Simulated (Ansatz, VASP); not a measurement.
# Sn, level by level in two programs

```
Sn
1.0
    -2.02919    2.02919    1.66076
     2.02919   -2.02919    1.66076
     2.02919    2.02919   -1.66076
Sn
1
Direct
  0.00000 0.00000 0.00000
```

Single points on this cell with VASP 6.6.1 and Ansatz 0.2.0. Each row is one pair of runs. Alike in all rows: spin: off; smearing: fermi-dirac, width 0.05 eV; VASP's potentials, cutoff: VASP PAW PBE potentials, release 64 (Sn_d), 520 eV; Ansatz's potentials, cutoff: Ansatz PAW, 500 eV.

| level | k mesh | gap on the k mesh at the Fermi level (eV), VASP | gap on the k mesh at the Fermi level (eV), Ansatz | pressure (GPa), VASP | pressure (GPa), Ansatz |
| --- | --- | --- | --- | --- | --- |
| r2SCAN0 | 5 × 5 × 5 | none | none | 0.4 | 0.6 |
| r2SCANh | 5 × 5 × 5 | none | none | 0.9 | 0.9 |
| r2SCAN50 | 5 × 5 × 5 | none | none | -0.6 | -0.3 |
| r2SCAN | 10 × 10 × 10 | none | none | -0.5 | -0.5 |

Pressure (GPa): the two programs differ by at most 0.36.

A gap of «none» marks a metal or a gap that the smearing closes.

The k mesh is coarse in some rows, so the values compare programs but aren't converged.
